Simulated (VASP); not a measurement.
# ZnCd3Te2 (R-3m) in VASP: a series of runs

The runs below take ZnCd3Te2 through single point, relaxation of cell and atoms, with PBE.

All numbers are computed with VASP 6.6.1; they aren't measurements. Logs are shortened: lines on timing, memory, paths and dates and some standing lists are left out, and cuts for length are marked.

**1. The cell of the first run**

Symmetry: R-3m, No. 166, trigonal system. Conventional cell: a = 8.434 Å, b = 8.434 Å, c = 8.983 Å, α = 90.00°, β = 90.00°, γ = 120.00°. Zn (site symmetry -3m) has 2 Te at 2.43 Å within 3.2 Å. Cd (site symmetry 2/m) has 2 Te at 2.50 Å within 3.3 Å. Within 3.2 Å of Te (site symmetry 3m) lie 1 Zn at 2.43 Å and 3 Cd at 2.50 Å.

The cell was built from a structure type or drawn by symmetry, and may not be a known phase.

**2. Single point, PBE**

INCAR reads:

```
  ALGO = Normal
  EDIFF = 1E-7
  ENCUT = 520
  GGA = PE
  ISIF = 2
  ISMEAR = 0
  LASPH = True
  LCHARG = True
  LELF = True
  LREAL = False
  LVHAR = True
  LWAVE = False
  NBANDS = 39
  NELM = 100
  PREC = Accurate
  SIGMA = 0.1
```

KPOINTS reads:

```
k-points
0
Gamma
  3 3 3
```

POSCAR reads:

```
ZnCd3Te2
1.0
    4.2170618600      2.4347218000      2.9942570400
   -4.2170618600      2.4347218000      2.9942570400
    0.0000000000     -4.8694436000      2.9942570400
Zn Cd Te
1 3 2
Direct
    0.5000000000      0.5000000000      0.5000000000
    0.0000000000      0.5000000000      0.0000000000
    0.0000000000      0.0000000000      0.5000000000
    0.5000000000      0.0000000000      0.0000000000
    0.7708021400      0.7708021400      0.7708021400
    0.2291978600      0.2291978600      0.2291978600
```

Potentials or basis: VASP PAW PBE potentials, release 64 (Zn, Cd, Te).

Run with:

```console
cat potpaw_PBE.64/Zn/POTCAR potpaw_PBE.64/Cd/POTCAR potpaw_PBE.64/Te/POTCAR > POTCAR
mpirun -np 1 vasp_std > vasp.out
```

OUTCAR:

```text
EDIFF = 1E-7
   ENCUT = 520
   GGA = PE
   ISIF = 2
   ISMEAR = 0
   LASPH = True
   LREAL = False
   NELM = 100
   PREC = Accurate

 ion  position               nearest neighbor table
   1  0.500  0.500  0.500-   5 2.43   6 2.43
   2  0.000  0.500  0.000-   5 2.50   6 2.50
   3  0.000  0.000  0.500-   5 2.50   6 2.50
   4  0.500  0.000  0.000-   5 2.50   6 2.50
   5  0.771  0.771  0.771-   1 2.43   3 2.50   2 2.50   4 2.50
   6  0.229  0.229  0.229-   1 2.43   3 2.50   2 2.50   4 2.50

  LATTYP: Found a trigonal (rhomboedric) cell.
 ALAT       =     5.7163848887
 COS(alpha) =    -0.0884463169

  Lattice vectors:

 A1 = (   4.2170618600,   2.4347218000,   2.9942570400)
 A2 = (  -4.2170618600,   2.4347218000,   2.9942570400)
 A3 = (   0.0000000000,  -4.8694436000,   2.9942570400)

Analysis of symmetry for initial positions (statically):
=====================================================================
 Subroutine PRICEL returns:
 Original cell was already a primitive cell.

 Routine SETGRP: Setting up the symmetry group for a
 trigonal (rhombohedral) supercell.

 Subroutine GETGRP returns: Found 12 space group operations
 (whereof 12 operations were pure point group operations)
 out of a pool of 12 trial point group operations.

The static configuration has the point symmetry D_3d.

Analysis of symmetry for dynamics (positions and initial velocities):
=====================================================================
 Subroutine PRICEL returns:
 Original cell was already a primitive cell.

 Routine SETGRP: Setting up the symmetry group for a
 trigonal (rhombohedral) supercell.

 Subroutine GETGRP returns: Found 12 space group operations
 (whereof 12 operations were pure point group operations)
 out of a pool of 12 trial point group operations.

The dynamic configuration has the point symmetry D_3d.

 Subroutine INISYM returns: Found 12 space group operations
 (whereof 12 operations are pure point group operations),
 and found     1 'primitive' translations

----------------------------------------------------------------------------------------

                                     Primitive cell

  volume of cell :     184.4589
[... 76 lines left out ...]
   ENCUT  =  520.0 eV  38.22 Ry    6.18 a.u.  10.63 10.63 10.63*2*pi/ulx,y,z
   NELM   =    100;   NELMIN=  2; NELMDL= -5     # of ELM steps
   EDIFF  = 0.1E-06   stopping-criterion for ELM
   LREAL  =      F    real-space projection
   EDIFFG = 0.1E-05   stopping-criterion for IOM
   NSW    =      0    number of steps for IOM
   IBRION =     -1    ionic relax: 0-MD 1-quasi-New 2-CG
   NFREE  =      0    steps in history (QN), initial steepest desc. (CG)
   ISIF   =      2    stress and relaxation
   ISYM   =      2    0-nonsym 1-usesym 2-fastsym
   POTIM  = 0.5000    time-step for ionic-motion
   TEBEG  =    0.0;   TEEND  =   0.0 temperature during run
   PSTRESS=    0.0 pullay stress
   NELECT =      60.0000    total number of electrons
   NUPDOWN=      -1.0000    fix difference up-down
   EMIN   =  10.00;   EMAX   =-10.00  energy-range for DOS
   EFERMI =   0.00;   METHOD = LEGACY
   ISMEAR =     0;   SIGMA  =   0.10  broadening in eV -4-tet -1-fermi 0-gaus
   EFERMI_NEDOS =   21; number of points for ismear=-14 and -15
   IALGO  =     38    algorithm
   IMIX   =      4    mixing-type and parameters
     AMIX     =   0.40;   BMIX     =  1.00
     AMIX_MAG =   1.60;   BMIX_MAG =  1.00
  volume/ion in A,a.u.               =      30.74       207.47
  Fermi-wavevector in a.u.,A,eV,Ry     =   1.125880  2.127604 17.246818  1.267605
  Thomas-Fermi vector in A             =   2.262559
   LORBIT       =      0    0 simple, 1 ext, 2 COOP (PROOUT), +10 PAW based schemes
   GGA     = PE    functional components
   LHFCALC =     F    Hartree Fock is set to
   AEXX    =    0.0000 exact exchange contribution
   IVDW    =     0    specifies the selected vdW correction
   LEPSILON=     F    determine dielectric tensor
   LRPA    =     F    only Hartree local field effects (RPA)
 non-spin polarized calculation
 Gauss-broadening in eV      SIGMA  =   0.10
  energy-cutoff  :      520.00
  volume of cell :      184.46
 maximum number of plane-waves:      4985
 NGX is ok and might be reduce to    42
   NGX = 21   NGY = 21   NGZ = 21

 number of electron      60.0000025 magnetization

 Free energy of the ion-electron system (eV)
  ---------------------------------------------------
  ext. energy  EPLUGINS =         0.00000000
  ---------------------------------------------------
  free energy    TOTEN  =        -4.74400791 eV

  energy without entropy =       -4.72248097  energy(sigma->0) =       -4.73324444

 E-fermi :   3.5957     XC(G=0):  -8.9577

 val. band max:        3.5424416701   @ k =  -0.3333   0.3333   0.0000
 cond. band min:       3.6151260259   @ k =  -0.3333   0.3333   0.3333
 fundamental gap:      0.0726843558
 Fermi energy:         3.5957464039

 k-point     1 :       0.0000    0.0000    0.0000
  band No.  band energies     occupation
      1     -10.9946      2.00000
      2      -9.5719      2.00000
      3      -7.2536      2.00000
      4      -7.2536      2.00000
      5      -6.7491      2.00000
      6      -6.4462      2.00000
[... 241 lines left out ...]
     38       7.7789      0.00000
     39       8.2338      0.00000

------------------------ aborting loop because EDIFF is reached ----------------------------------------

  FORCE on cell =-STRESS in cart. coord.  units (eV):
  Direction    XX          YY          ZZ          XY          YZ          ZX
  --------------------------------------------------------------------------------------
  -------------------------------------------------------------------------------------
  Total       19.6385433     19.6385433      7.7746021      0.0000000      0.0000000      0.0000000
  in kB      170.5768963    170.5768963     67.5288117      0.0000000      0.0000000      0.0000000
  external PRESSURE =     136.2275348 kB  Pullay stress =       0.0000000 kB

 VOLUME and BASIS-vectors are now :
 -----------------------------------------------------------------------------
  energy-cutoff  :      520.00
  volume of cell :      184.46
      direct lattice vectors                 reciprocal lattice vectors
     4.217061860  2.434721800  2.994257040     0.118565963  0.068454091  0.111324221
    -4.217061860  2.434721800  2.994257040    -0.118565963  0.068454091  0.111324221
     0.000000000 -4.869443600  2.994257040     0.000000000 -0.136908181  0.111324221

 POSITION                                       TOTAL-FORCE (eV/Angst)
 -----------------------------------------------------------------------------------
      0.00000      0.00000      4.49139        -0.000000      0.000000     -0.000000
     -2.10853      1.21736      1.49713         0.000000      0.000000     -0.000000
      0.00000     -2.43472      1.49713         0.000000      0.000000      0.000000
      2.10853      1.21736      1.49713         0.000000      0.000000      0.000000
      0.00000      0.00000      6.92394         0.000000      0.000000     -0.510430
      0.00000      0.00000      2.05883         0.000000     -0.000000      0.510430
 -----------------------------------------------------------------------------------
    total drift:                                0.000000     -0.000000      0.000000

  FREE ENERGIE OF THE ION-ELECTRON SYSTEM (eV)
  ---------------------------------------------------
  free  energy   TOTEN  =        -4.7440079109 eV

  energy  without entropy=       -4.7224809747  energy(sigma->0) =       -4.73324444
```

stdout:

```text
POSCAR found type information on POSCAR ZnCdTe
 POSCAR found :  3 types and       6 ions
 scaLAPACK will be used
 LDA part: xc-table for (Slater+PW92), standard interpolation
 POSCAR, INCAR and KPOINTS ok, starting setup
 FFT: planning ... GRIDC
 FFT: planning ... GRID_SOFT
 FFT: planning ... GRID
 WAVECAR not read
 entering main loop
```

Wall time 45 s (1 thread of Intel Xeon Platinum 8488C (Sapphire Rapids), shared host); peak memory 0.32 GiB.

What came out:

```yaml
Free_energy: -4.7440 eV
Pressure: 13.6 GPa
Largest_force: 0.510 eV/Å
Band_gap_on_the_k_mesh: zero (bands 30 and 31 overlap by 1.52 eV)
```

Forces on the atoms (eV/Å):
```
Zn   0.000  0.000  0.000
Cd   0.000  0.000  0.000
Cd   0.000  0.000  0.000
Cd   0.000  0.000  0.000
Te   0.000  0.000 -0.510
Te   0.000  0.000  0.510
```

Levels at points of the mesh, in eV from the Fermi level:
| k point | band 26 | band 27 | band 28 | band 29 | band 30 | band 31 | band 32 | band 33 | band 34 | band 35 |
| --- | --- | --- | --- | --- | --- | --- | --- | --- | --- | --- |
| (0.00, 0.00, 0.00) | -4.68 | -4.68 | -4.11 | -2.23 | -1.27 | -1.27 | 1.20 | 2.27 | 2.32 | 2.32 |

Caveat: the k points lie up to 0.37 Å⁻¹ apart, too coarse for converged energies and pressures of a metal; spin-orbit coupling is left out, which moves the levels of the heavy elements.

**3. Single point, PBE**

This run uses another cell than the first one, of 48.16 Å³/atom.

INCAR reads:

```
PREC     = Accurate       # precision mode
ENCUT    = 520            # plane-wave cutoff, eV
EDIFF    = 1E-6           # SCF threshold, eV
ISMEAR   = 0              # smearing method
SIGMA    = 0.1            # smearing width, eV
LREAL    = False          # projectors in reciprocal space
LASPH    = True           # aspherical terms in the spheres
NELM     = 80             # most SCF steps
ALGO     = Fast           # electronic algorithm
ISIF     = 2              # what is computed and relaxed
LWAVE    = False          # write WAVECAR
LCHARG   = True           # write CHGCAR
GGA      = PE             # functional
LELF     = True           # ELF
LVHAR    = True         
NBANDS   = 39             # bands
```

KPOINTS reads:

```
regular mesh
0
Gamma
  3 3 3
```

POSCAR reads:

```
ZnCd3Te2
1.0
    5.3642231608      3.0970356859      2.8987734220
   -5.3642231608      3.0970356859      2.8987734220
    0.0000000000     -6.1940713717      2.8987734220
Zn Cd Te
1 3 2
Direct
    0.5000000000      0.5000000000      0.5000000000
    0.0000000000      0.5000000000      0.0000000000
    0.0000000000      0.0000000000      0.5000000000
    0.5000000000      0.0000000000      0.0000000000
    0.7843357339      0.7843357339      0.7843357339
    0.2156642661      0.2156642661      0.2156642661
```

Potentials or basis: VASP PAW PBE potentials, release 64 (Zn, Cd, Te).

Run with:

```console
cat potpaw_PBE.64/Zn/POTCAR potpaw_PBE.64/Cd/POTCAR potpaw_PBE.64/Te/POTCAR > POTCAR
mpirun -np 1 vasp_std > vasp.out
```

It took 69 s on 1 thread of Intel Xeon Platinum 8488C (Sapphire Rapids), shared host; peak memory 0.41 GiB.

The run converged. Its results:

| Item | Value |
| --- | --- |
| Free energy | -7.9023 eV |
| Pressure | 0.0 GPa |
| Largest force | 0.045 eV/Å |
| Band gap on the k mesh | zero (bands 30 and 31 overlap by 0.39 eV) |

Forces in eV/Å, atoms in the order of the input:
```
Zn   0.000  0.000  0.000
Cd   0.000  0.000  0.000
Cd   0.000  0.000  0.000
Cd   0.000  0.000  0.000
Te   0.000  0.000  0.045
Te   0.000  0.000 -0.045
```

Stress tensor (GPa, compression positive):
```
-0.07  0.00  0.00
 0.00 -0.07  0.00
 0.00  0.00  0.10
```

Levels at points of the mesh, in eV from the Fermi level:
| k point | band 28 | band 29 | band 30 | band 31 | band 32 | band 33 |
| --- | --- | --- | --- | --- | --- | --- |
| (0.00, 0.00, 0.00) | -2.78 | -2.36 | 0.37 | 0.37 | 0.46 | 0.46 |

Caveat: semilocal functionals underestimate gaps, so a narrow gap can read as zero; spin-orbit coupling is left out, which moves the levels of the heavy elements.

**4. Relaxation of cell and atoms, PBE**

INCAR reads:

```
PREC = Accurate
ENCUT = 600
EDIFF = 1E-6
ISMEAR = 0
SIGMA = 0.1
LREAL = F
LASPH = T
NELM = 80
ALGO = Normal
ISIF = 3
LWAVE = F
LCHARG = F
GGA = PE
IBRION = 2
NSW = 90
EDIFFG = -0.04
```

KPOINTS reads:

```
Automatic mesh
0
Gamma
  3 3 3
```

POSCAR reads:

```
ZnCd3Te2
1.0
    4.2170618600      2.4347218000      2.9942570400
   -4.2170618600      2.4347218000      2.9942570400
    0.0000000000     -4.8694436000      2.9942570400
Zn Cd Te
1 3 2
Direct
    0.5000000000      0.5000000000      0.5000000000
    0.0000000000      0.5000000000      0.0000000000
    0.0000000000      0.0000000000      0.5000000000
    0.5000000000      0.0000000000      0.0000000000
    0.7708021400      0.7708021400      0.7708021400
    0.2291978600      0.2291978600      0.2291978600
```

Run with:

```console
cat potpaw_PBE.64/Zn/POTCAR potpaw_PBE.64/Cd/POTCAR potpaw_PBE.64/Te/POTCAR > POTCAR
mpirun -np 1 vasp_std > vasp.out
```

Run time: 6.1 min. Hardware: 1 thread of Intel Xeon Platinum 8488C (Sapphire Rapids), shared host; peak memory 0.35 GiB.

The run converged. Its results:

```yaml
Free_energy: -7.8532 eV
Relaxed_volume: 46.94 Å³/atom
Relaxed_cell: a = 6.776 Å, b = 6.776 Å, c = 6.776 Å, α = 103.21°, β = 103.21°, γ = 103.21°
Space_group_after_relaxing_to_0.1_Å: R-3m (No. 166)
Energy_gained_by_relaxing: 518.3 meV/atom
Ionic_steps: 14
Pressure_after_relaxing: 0.0 GPa
Largest_force_after_relaxing: 0.006 eV/Å
Band_gap_on_the_k_mesh: zero (bands 30 and 31 overlap by 0.29 eV)
```

Forces in eV/Å, atoms in the order of the input:
```
Zn   0.000  0.000  0.000
Cd   0.000  0.000  0.000
Cd   0.000  0.000  0.000
Cd   0.000  0.000  0.000
Te   0.000  0.000  0.006
Te   0.000  0.000 -0.006
```

Stress tensor (GPa, compression positive):
```
-0.05  0.00  0.00
 0.00 -0.05  0.00
 0.00  0.00  0.07
```

Step by step:
```
step  energy change (eV)  largest force (eV/Å)  pressure (GPa)  volume (Å³)
   1              0.0000                0.5105           13.57       184.46
   2             -2.7619                0.1359            0.96       262.43
   3             -2.8462                0.3802            0.29       275.38
   4             -2.8941                0.7022           -0.55       302.48
   5             -3.0362                0.0683           -0.08       298.57
   6             -3.0377                0.1760           -0.02       298.16
   7             -3.0421                0.1735           -0.03       297.84
   8             -3.0549                0.1667           -0.07       296.86
   9             -3.0782                0.1583           -0.13       294.78
  10             -3.0986                0.1101           -0.20       290.20
  11             -3.0991                0.1339           -0.20       291.21
  12             -3.1056                0.0316           -0.19       288.21
  13             -3.1082                0.0746           -0.17       285.07
  14             -3.1101                0.0056           -0.01       281.63
```

Final structure:
```
Zn Cd Te
1.0
     5.31044    3.06598    2.88287
    -5.31044    3.06598    2.88287
     0.00000   -6.13197    2.88287
Zn Cd Te
1 3 2
Direct
  0.50000 0.50000 0.50000
  0.00000 0.50000 0.00000
  0.00000 0.00000 0.50000
  0.50000 0.00000 0.00000
  0.78605 0.78605 0.78605
  0.21395 0.21395 0.21395
```

Levels at points of the mesh, in eV from the Fermi level:
| k point | band 26 | band 27 | band 28 | band 29 | band 30 | band 31 | band 32 | band 33 | band 34 | band 35 |
| --- | --- | --- | --- | --- | --- | --- | --- | --- | --- | --- |
| (0.00, 0.00, 0.00) | -3.29 | -3.29 | -2.84 | -2.40 | 0.26 | 0.26 | 0.48 | 0.48 | 1.05 | 1.80 |

Caveat: the k points lie up to 0.33 Å⁻¹ apart in the final cell; the volume moved by over 15 % at a fixed basis, so the end points are rough; semilocal functionals underestimate gaps, so a narrow gap can read as zero; spin-orbit coupling is left out, which moves the levels of the heavy elements.

**5. Single point, PBE**

This run uses another cell than the first one, of 47.28 Å³/atom.

INCAR reads:

```
PREC = Accurate ; ENCUT = 520
EDIFF = 1E-6 ; ISMEAR = 0
SIGMA = 0.1 ; LREAL = False
LASPH = True ; NELM = 100
ALGO = Fast ; ISIF = 2
LWAVE = False ; LCHARG = False
GGA = PE ; NBANDS = 39
```

KPOINTS reads:

```
regular mesh
0
Gamma
  6 6 6
```

POSCAR reads:

```
ZnCd3Te2
1.0
    5.3330209359      3.0790210730      2.8791749861
   -5.3330209359      3.0790210730      2.8791749861
    0.0000000000     -6.1580421459      2.8791749861
Zn Cd Te
1 3 2
Direct
    0.5000000000      0.5000000000      0.5000000000
    0.0000000000      0.5000000000      0.0000000000
    0.0000000000      0.0000000000      0.5000000000
    0.5000000000      0.0000000000      0.0000000000
    0.7864285652      0.7864285652      0.7864285652
    0.2135714348      0.2135714348      0.2135714348
```

Run with:

```console
cat potpaw_PBE.64/Zn/POTCAR potpaw_PBE.64/Cd/POTCAR potpaw_PBE.64/Te/POTCAR > POTCAR
mpirun -np 1 vasp_std > vasp.out
```

It took 4.7 min on 1 thread of Intel Xeon Platinum 8488C (Sapphire Rapids), shared host; peak memory 0.62 GiB.

Results (log left out):

- Free energy: -7.9271 eV
- Pressure: 0.1 GPa
- Largest force: 0.022 eV/Å
- Band gap on the k mesh: zero (bands 30 and 31 overlap by 0.49 eV)

Forces in eV/Å, atoms in the order of the input:
```
Zn   0.000  0.000  0.000
Cd   0.000  0.000  0.000
Cd   0.000  0.000  0.000
Cd   0.000  0.000  0.000
Te   0.000  0.000  0.022
Te   0.000  0.000 -0.022
```

Levels at points of the mesh, in eV from the Fermi level:
```
           k point  band 26  band 27  band 28  band 29  band 30  band 31  band 32  band 33  band 34  band 35
(0.00, 0.00, 0.00)    -3.26    -3.26    -2.83    -2.36     0.30     0.30     0.47     0.47     1.07     1.81
(0.50, 0.00, 0.00)    -3.59    -3.45    -3.04    -1.30    -0.20    -0.13     1.10     2.01     2.03     2.06
(0.50, 0.50, 0.00)    -3.43    -2.59    -2.35    -1.04    -0.86     0.16     0.80     1.56     1.62     1.85
(0.50, 0.50, 0.50)    -4.05    -3.10    -3.10    -0.77     0.35     0.35     0.83     0.83     2.02     2.89
```

Caveat: semilocal functionals underestimate gaps, so a narrow gap can read as zero; spin-orbit coupling is left out, which moves the levels of the heavy elements.

**6. Overview**

```tsv
task	cell	k mesh	cutoff (eV)	gap on the mesh (eV)	pressure (GPa)	largest force (eV/Å)
single point	a = 5.716 Å, angles 95.1°, 6 atoms, atomic positions A	3 × 3 × 3	520	none	13.6	0.51
single point	a = 6.839 Å, angles 103.3°, 6 atoms, atomic positions B	3 × 3 × 3	520	none	0.0	0.04
relaxation of cell and atoms	relaxed from a = 5.716 Å, angles 95.1°, 6 atoms, atomic positions A	3 × 3 × 3	600	none	0.0	0.01
single point	a = 6.798 Å, angles 103.4°, 6 atoms, atomic positions C	6 × 6 × 6	520	none	0.1	0.02
```

Alike in all rows: level PBE; potentials or basis VASP PAW PBE potentials, release 64 (Zn, Cd, Te); no spin polarisation; smearing gaussian 0.1 eV.

Caveats: some runs use coarse meshes; spin-orbit coupling is left out, which moves the levels of the heavy elements; semilocal functionals underestimate gaps, so a narrow gap can read as zero (at least some runs); the volume moved by over 15 % at a fixed basis, so the end points are rough (at least some runs).

Absolute energies hang on the potentials; compare differences alone.
